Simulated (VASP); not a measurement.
Runs of VASP 6.6.1 on SnO2. The structure is that of space group I4_1/amd (No. 141), or close to it. The cells are those of the table. 

```csv
cell,k mesh,smearing,gap on the mesh (eV),pressure (GPa),largest force (eV/Å)
"a = 5.853 Å, angles 140.0, 140.0, 57.8°, 6 atoms",6 × 6 × 6,gaussian 0.1 eV,1.57,1.3,(b)
"a = 5.598 Å, angles 138.9, 138.9, 59.5°, 6 atoms",10 × 10 × 10,gaussian 0.02 eV,2.31,(a),0.03
"a = 5.487 Å, angles 138.2, 138.2, 60.6°, 6 atoms",10 × 10 × 10,gaussian 0.02 eV,2.55,24.5,0.04
"a = 5.694 Å, angles 139.4, 139.4, 58.8°, 6 atoms",10 × 10 × 10,gaussian 0.02 eV,2.06,11.2,0.03
```

Alike in all rows: task single point; level PBEsol; potentials or basis VASP PAW PBE potentials, release 64 (Sn_d, O); no spin polarisation; cutoff (eV) 520.

**Question.** Estimate the missing entries.

**Answer.** (a) 17.6; (b) 0.06.

Caveats: the PAW data sets were made with another functional, which shifts forces and pressure a little; spin-orbit coupling is left out, which moves the levels of the heavy elements.

A k mesh can miss the band edges, and the runs leave out spin-orbit coupling on Sn.
